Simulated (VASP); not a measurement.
Runs of VASP 6.6.1 on Be. The structure is that of space group I4_1/amd (No. 141), or close to it. The cells are those of the table. 

```csv
task,cell,cutoff (eV),gap on the mesh (eV),pressure (GPa)
single point,"a = 2.226 Å, angles 97.6, 97.6, 137.5°, 2 atoms",520,none,(a)
relaxation of cell and atoms,"relaxed to 420 GPa from a = 2.209 Å, angles 97.5, 97.5, 137.5°, 2 atoms",600,none,420.0
relaxation of cell and atoms,"relaxed to 420 GPa from a = 2.226 Å, angles 97.6, 97.6, 137.5°, 2 atoms",600,none,420.0
single point,"a = 2.226 Å, angles 97.5, 97.5, 137.5°, 2 atoms",520,none,424.1
```

Alike in all rows: level PBE; potentials or basis VASP PAW PBE potentials, release 64 (Be); no spin polarisation; k mesh 27 × 27 × 27; smearing fermi-dirac 0.08 eV.

Question: Fill in the values left out.

Answer: (a) 423.9.

Caveats: the cell stands under pressure (at least some runs); the cell is relaxed towards a set pressure, so the run minimises the enthalpy, not the energy (at least some runs).

A gap of «none» marks levels without a gap at the run's occupations.
